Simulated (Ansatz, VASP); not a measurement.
**One calculation of WS2, two programs**

The input INCAR:

```
SYSTEM = WS2
PREC = Accurate ; ENCUT = 520
EDIFF = 1E-6 ; ISMEAR = 0
SIGMA = 0.02 ; LREAL = .False.
LASPH = .True. ; NELM = 60
ALGO = Normal ; ISIF = 2
LWAVE = .False. ; LCHARG = .False.
GGA = PS ; NBANDS = 49
```

The input KPOINTS:

```
regular mesh
0
Gamma
  1 1 1
  0 0 0
```

POSCAR

```
WS2
1.0
    3.1892799466     -0.0245418244      0.0094448765
   -1.6158938167      2.7543110097     -0.0025461153
    0.0846645158      0.0225267146     28.5350036133
W S
3 6
Direct
    0.6849739743      0.3556432144      0.6623338414
    0.2963177032      0.6623619500      0.8830899239
    0.3399290225      0.6730352715      0.4374114061
    0.6327730888      0.2488294943      0.9405734841
    0.7096741604      0.3845132672      0.4920804753
    0.3861498754      0.6828011494      0.7121668778
    0.6191007761      0.3198080881      0.8310202070
    0.6804408431      0.3275026004      0.3819416202
    0.3668654855      0.7075846502      0.6078080724
```

Input for Ansatz:

```yaml
crystal:
  lattice:
    - [3.1892799466, -0.0245418244, 0.0094448765]
    - [-1.6158938167, 2.7543110097, -0.0025461153]
    - [0.0846645158, 0.0225267146, 28.5350036133]
  atoms:
    - { symbol: W, position: [0.6849739743, 0.3556432144, 0.6623338414] }
    - { symbol: W, position: [0.2963177032, 0.66236195, 0.8830899239] }
    - { symbol: W, position: [0.3399290225, 0.6730352715, 0.4374114061] }
    - { symbol: S, position: [0.6327730888, 0.2488294943, 0.9405734841] }
    - { symbol: S, position: [0.7096741604, 0.3845132672, 0.4920804753] }
    - { symbol: S, position: [0.3861498754, 0.6828011494, 0.7121668778] }
    - { symbol: S, position: [0.6191007761, 0.3198080881, 0.831020207] }
    - { symbol: S, position: [0.6804408431, 0.3275026004, 0.3819416202] }
    - { symbol: S, position: [0.3668654855, 0.7075846502, 0.6078080724] }
basis:
  ecutwfc: 420
kpoints:
  mp_grid: { grid: [1, 1, 1] }
hamiltonian:
  xc: pbesol
scf:
  occupations: { method: gaussian, width: 0.02 }
output:
  forces: true
  stress: true
  eigenvalues: true
```

Change from the starting cell: kmesh displaced: [1, 1, 1] Gamma-centred.

Alike in both runs: task single point; functional PBEsol; k mesh 1 × 1 × 1; occupations gaussian, width 0.02 eV; no spin polarisation.

|  | VASP | Ansatz |
| --- | --- | --- |
| version | VASP 6.6.1 | Ansatz 0.2.0 |
| potentials or method | VASP PAW PBE potentials, release 64 (W_sv, S), cutoff 520 eV | scalar-relativistic, plane waves, PAW |
| valence electrons in the cell | 78 | 78 |

|  | VASP | Ansatz | Ansatz less VASP |
| --- | --- | --- | --- |
| gap on the k mesh at the Fermi level (eV) | 0.99 | 0.98 | -0.007 |
| least direct gap on the mesh (eV) | 0.99 | 0.98 | -0.007 |
| rms of the force components (eV/Å) | 1.912 | 1.926 | +0.0138 |

VASP's potentials were made for PBE, not for PBEsol. Atom by atom the forces differ by 0.031 eV/Å (rms over components).

Neither program's run includes spin-orbit coupling.
